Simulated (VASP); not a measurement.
Input of a VASP 6.6.1 run:

File INCAR:

```
  ALGO = Fast
  EDIFF = 1E-6
  ENCUT = 520
  GGA = PE
  ISIF = 2
  ISMEAR = -1
  LASPH = T
  LCHARG = F
  LREAL = F
  LWAVE = F
  NBANDS = 12
  NELM = 100
  PREC = Accurate
  SIGMA = 0.05
```

File KPOINTS:

```
k-points
0
Gamma
  10 10 10
```

The input POSCAR:

```
Au
1.0
    2.8073190000     -0.0433470000     -0.0008520000
   -0.0433470000      2.6634960000     -0.0240980000
   -0.0008520000     -0.0240980000      2.7774360000
Au
1
Direct
    0.4894220000      0.4834150000      0.4898520000
```

Potentials or basis: VASP PAW PBE potentials, release 64 (Au).

Launch:

```console
$ cat potpaw_PBE.64/Au/POTCAR > POTCAR
$ mpirun -np 1 vasp_std > vasp.out
```

Q: Estimate the pressure.

A: 0.7 GPa.

Stress tensor (GPa, compression positive):
```
-3.92 -0.62 -0.06
-0.62  8.35 -0.36
-0.06 -0.36 -2.27
```

Caveat: the cell differs from its parent crystal (the cell strained at random).
